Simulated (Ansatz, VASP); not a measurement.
# Al in VASP and in Ansatz

INCAR

```
PREC = Accurate
ENCUT = 520
EDIFF = 1E-6
ISMEAR = 0
SIGMA = 0.15
LREAL = False
LASPH = True
NELM = 60
ALGO = Normal
ISIF = 2
LWAVE = False
LCHARG = True
GGA = PS
LELF = True
LVHAR = True
NBANDS = 8
```

The input KPOINTS:

```
regular mesh
0
Gamma
  24 24 24
```

File POSCAR:

```
Al
1.0
   -1.3900575627      1.3900575627      2.0850863441
    1.3900575627     -1.3900575627      2.0850863441
    1.3900575627      1.3900575627     -2.0850863441
Al
1
Direct
    0.0000000000      0.0000000000      0.0000000000
```

Input for Ansatz:

```yaml
crystal:
  lattice:
    - [-1.3900575627, 1.3900575627, 2.0850863441]
    - [1.3900575627, -1.3900575627, 2.0850863441]
    - [1.3900575627, 1.3900575627, -2.0850863441]
  atoms:
    - { symbol: Al, position: [0.0, 0.0, 0.0] }
basis:
  ecutwfc: 420
kpoints:
  mp_grid: { grid: [24, 24, 24] }
hamiltonian:
  xc: pbesol
scf:
  occupations: { method: gaussian, width: 0.15 }
output:
  forces: true
  stress: true
  eigenvalues: true
```

Alike in both runs: task single point; functional PBEsol; k mesh 24 × 24 × 24; occupations gaussian, width 0.15 eV; no spin polarisation.

|  | VASP | Ansatz |
| --- | --- | --- |
| version | VASP 6.6.1 | Ansatz 0.2.0 |
| potentials or method | VASP PAW PBE potentials, release 64 (Al), cutoff 520 eV | scalar-relativistic, plane waves, PAW |
| valence electrons in the cell | 3 | 3 |

Ansatz gave:

- gap on the k mesh at the Fermi level (eV): none
- pressure (GPa): 0.6
- traceless stress, the component that is largest in VASP (GPa): -2.25

What did VASP give for the same quantities?

gap on the k mesh at the Fermi level (eV): none; pressure (GPa): 0.6; traceless stress, the component that is largest in VASP (GPa): -2.26.

VASP's potentials were made for PBE, not for PBEsol. A gap of «none» marks a metal or a gap that the smearing closes.
